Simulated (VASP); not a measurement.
# SrVO3: single point with PBEsol

SrVO3:

```xyz
5
Lattice="3.8409 0.0000 0.0000 0.0000 3.8409 0.0000 0.0000 0.0000 3.8409" Properties=species:S:1:pos:R:3 pbc="T T T"
Sr    1.9204    1.9204    1.9204
V     0.0000    0.0000    0.0000
O     0.0000    0.0000    1.9204
O     0.0000    1.9204    0.0000
O     1.9204    0.0000    0.0000
```

```
Program             : VASP 6.6.1
Task                : single point
Functional          : PBEsol
Potentials or basis : VASP PAW PBE potentials, release 64 (Sr_sv, V_sv, O)
Cutoff              : 520 eV
k mesh              : 7 × 7 × 7
Occupations         : fermi-dirac, width 0.05 eV
Spin                : collinear spin, ferromagnetic start
Starting moments    : [0.0, 2.0, 0.0, 0.0, 0.0] μB
```

| Item | Value |
| --- | --- |
| Pressure | -4.0 GPa |
| Net moment | 0.00 μB per cell |
| Valence electrons inside the program's atomic spheres | Sr 7.99; V 11.61; O 5.02 |

Levels at points of the mesh, in eV from the Fermi level:
Spin up:
```tsv
k point	band 18	band 19	band 20	band 21	band 22	band 23
(0.00, 0.00, 0.00)	-2.32	-2.32	-2.32	-0.88	-0.88	-0.88
```
Spin down:
```csv
k point,band 18,band 19,band 20,band 21,band 22,band 23
"(0.00, 0.00, 0.00)",-2.32,-2.32,-2.32,-0.88,-0.88,-0.88
```

Wall time 45 s on 1 thread of AMD EPYC 9R45 96-Core Processor (Zen 5), on a shared host, peak memory 0.19 GiB.

Caveat: the cell stands under tension; the PAW data sets were made with another functional, which shifts forces and pressure a little; semilocal functionals often make such compounds metallic where correlation or magnetic order opens a gap, which also shifts bond lengths. With open d or f shells a metallic result of PBEsol can be an artefact of self-interaction; +U or a hybrid may open a gap.
